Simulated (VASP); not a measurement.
Input of a VASP 6.6.1 run:

INCAR

```
SYSTEM = MgB2
ALGO = Normal
EDIFF = 1E-6
EDIFFG = -0.003
ENCUT = 600
GGA = PS
IBRION = 2
ISIF = 3
ISMEAR = 0
LASPH = .True.
LCHARG = .False.
LREAL = .False.
LWAVE = .False.
NELM = 80
NSW = 80
PREC = Accurate
SIGMA = 0.1
```

KPOINTS

```
k-points
0
Gamma
  24 24 18
  0 0 0
```

Contents of POSCAR:

```
MgB2
1.0
    3.0800000000      0.0000000000      0.0000000000
   -1.5400000000      2.6673582400      0.0000000000
    0.0000000000      0.0000000000      3.5200000000
Mg B
1 2
Direct
    0.0000000000      0.0000000000      0.0000000000
    0.3333333333      0.6666666667      0.5000000000
    0.6666666667      0.3333333333      0.5000000000
```

Potentials or basis: VASP PAW PBE potentials, release 64 (Mg, B).

The run is started by

```console
$ cat potpaw_PBE.64/Mg/POTCAR potpaw_PBE.64/B/POTCAR > POTCAR
$ mpirun -np 1 vasp_std > vasp.out
```

Task: Predict the relaxed cell.

Result: a = 3.065 Å, b = 3.065 Å, c = 3.494 Å, α = 90.00°, β = 90.00°, γ = 120.00°.

Task: Estimate the space group after relaxing (to 0.05 Å).

Result: P6/mmm (No. 191).

Final structure:
```xyz
3
Lattice="3.0648 0.0000 0.0000 -1.5324 2.6542 0.0000 0.0000 0.0000 3.4942" Properties=species:S:1:pos:R:3 pbc="T T T"
Mg    0.0000    0.0000    0.0000
B     0.0000    1.7694    1.7471
B     1.5324    0.8847    1.7471
```
